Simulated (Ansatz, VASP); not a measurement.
**Two plane-wave programs on Al**

```
Al
1.0
     0.00000    1.99102    1.94463
     1.99102    0.00000    1.94463
     1.99102    1.99102    0.00000
Al
1
Direct
  0.00000 0.00000 0.00000
```

Change from the starting cell: engineering shear strain xz +0.0000, normal strain along z -0.0233.

Alike in both runs: task single point; functional PBE; dispersion D3(BJ); k mesh 20 × 20 × 20; occupations gaussian, width 0.15 eV; no spin polarisation.

|  | VASP | Ansatz |
| --- | --- | --- |
| version | VASP 6.6.1 | Ansatz 0.2.0 |
| potentials or method | VASP PAW PBE potentials, release 64 (Al), cutoff 520 eV | scalar-relativistic, plane waves, PAW |
| valence electrons in the cell | 3 | 3 |

VASP gave:

```
gap on the k mesh at the Fermi level (eV)                     : none
pressure (GPa)                                                : 2.2
traceless stress, the component that is largest in VASP (GPa) : 0.68
```

Q: What did Ansatz give for the same quantities?

A: gap on the k mesh at the Fermi level (eV): none; pressure (GPa): 2.2; traceless stress, the component that is largest in VASP (GPa): 0.69.

A gap of «none» marks a metal or a gap that the smearing closes.
